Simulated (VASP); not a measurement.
Set up this calculation in VASP 6.6.1, as the native input.

- Task: single point
- Functional: PBE
- Potentials or basis: VASP PAW PBE potentials, release 64 (P)
- Cutoff: 520 eV
- k mesh: 6 × 6 × 6
- Occupations: gaussian, width 0.1 eV
- Spin: no spin polarisation
- Dipole correction: no
- Further INCAR settings: ALGO = Normal; EDIFF = 1e-06; NBANDS = 18

The structure of P lies in POSCAR:

```
P
1.0
   -1.7663547874      2.4208208032      3.9450367423
    1.7663547874     -2.4208208032      3.9450367423
    1.7663547874      2.4208208032     -3.9450367423
P
4
Direct
    0.8543780726      0.3543624832      0.5000155894
    0.6456531062      0.6456375168      0.0000155894
    0.1456219274      0.6456375168      0.4999844106
    0.3543468938      0.3543624832      0.9999844106
```

The cell was generated, and may not be a known phase.

The input as run:

INCAR

```
  PREC = Accurate
  ENCUT = 520
  EDIFF = 1E-6
  ISMEAR = 0
  SIGMA = 0.1
  LREAL = F
  LASPH = T
  NELM = 80
  ALGO = Normal
  ISIF = 2
  LWAVE = F
  LCHARG = F
  GGA = PE
  NBANDS = 18
```

KPOINTS

```
regular mesh
0
Gamma
  6 6 6
```

Potentials or basis: VASP PAW PBE potentials, release 64 (P).

Command:

```bash
$ cat potpaw_PBE.64/P/POTCAR > POTCAR
$ mpirun -np 1 vasp_std > vasp.out
```

Results of the run:

The pressure is -0.2 GPa, the largest force is 0.025 eV/Å and the band gap on the k mesh is zero (bands 10 and 11 overlap by 1.34 eV).

Wall time 65 s on 1 thread of AMD EPYC 7R13 Processor (Zen 3), with other jobs on the host, peak memory 0.2 GiB.
